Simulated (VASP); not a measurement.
Input of a VASP 6.6.1 run:

INCAR

```
PREC     = Accurate       # precision mode
ENCUT    = 520            # plane-wave cutoff, eV
EDIFF    = 1E-6           # SCF threshold, eV
ISMEAR   = -1             # smearing method
SIGMA    = 0.05           # smearing width, eV
LREAL    = Auto         
LASPH    = True           # aspherical terms in the spheres
NELM     = 80             # most SCF steps
ALGO     = Normal         # electronic algorithm
ISIF     = 2              # what is computed and relaxed
LWAVE    = False          # write WAVECAR
LCHARG   = False          # write CHGCAR
GGA      = PE             # functional
NBANDS   = 134            # bands
ISYM     = 0
```

KPOINTS

```
Automatic mesh
0
Gamma
  1 1 1
  0.25 0.25 0.25
```

The input POSCAR:

```
HfTi9
1.0
    7.2123050000      0.3730170000      0.2320640000
    0.3730170000      7.2034180000     -0.0335060000
    0.2320640000     -0.0335060000      7.4116840000
Ti Hf
18 2
Direct
    0.5132848745      0.4016768742      0.5513463127
    0.8472631713      0.6576448047      0.6529573800
    0.0613085357      0.6948515000      0.0354243638
    0.7254613742      0.4008607277      0.9048470997
    0.9319393759      0.9008603124      0.3561636797
    0.8945088322      0.0359949724      1.0012485354
    0.5404824897      0.0765071811      0.7375205043
    0.5103935142      0.8387672637      0.3889351968
    0.4004376719      0.4729034235      0.0993879305
    0.0429663019      0.3567404187      0.1638069044
    0.1650321427      0.3698101564      0.7910204806
    0.6599061598      0.7627989927      0.0322691685
    0.1254053203      0.9002156425      0.7111824472
    0.7435108864      0.5370921236      0.3146383060
    0.4362738221      0.7117328824      0.7398677377
    0.6045000082      0.1437132647      0.2648927783
    0.1843593556      0.5948702292      0.4395657657
    0.8788261014      0.2485506410      0.5674576840
    0.3029217428      0.9863895535      0.0672483793
    0.2338581126      0.1826448338      0.4514157172
```

Potentials or basis: VASP PAW PBE potentials, release 64 (Ti_sv, Hf_pv).

Run with:

```console
$ cat potpaw_PBE.64/Ti_sv/POTCAR potpaw_PBE.64/Hf_pv/POTCAR > POTCAR
$ mpirun -np 1 vasp_std > vasp.out
```

Task: What does it give for the largest force?

Result: 1.104 eV/Å.

Task: What does it give for the pressure?

Result: -4.8 GPa.

Forces in eV/Å, atoms in the order of the input:
```
Ti  -0.114 -0.004  0.765
Ti  -0.304  0.091  0.594
Ti   0.190 -0.656 -0.480
Ti   0.044 -0.227 -0.137
Ti   0.193 -0.078 -0.402
Ti  -0.141  0.920 -0.034
Ti   0.647 -0.099 -0.336
Ti  -0.416 -0.730  0.716
Ti   0.020  0.025 -0.061
Ti  -0.087 -0.256 -0.355
Ti   0.247 -0.036  0.279
Ti   0.076  0.038 -0.306
Ti  -0.511  0.694 -0.242
Ti  -0.214 -0.187 -0.314
Ti   0.467 -0.218  0.782
Ti   0.225  0.813 -0.318
Ti  -0.043  0.357 -0.205
Ti  -0.608 -0.003  0.560
Hf  -0.351  0.121 -0.469
Hf   0.681 -0.564 -0.038
```

Caveat: the k points lie up to 0.88 Å⁻¹ apart.
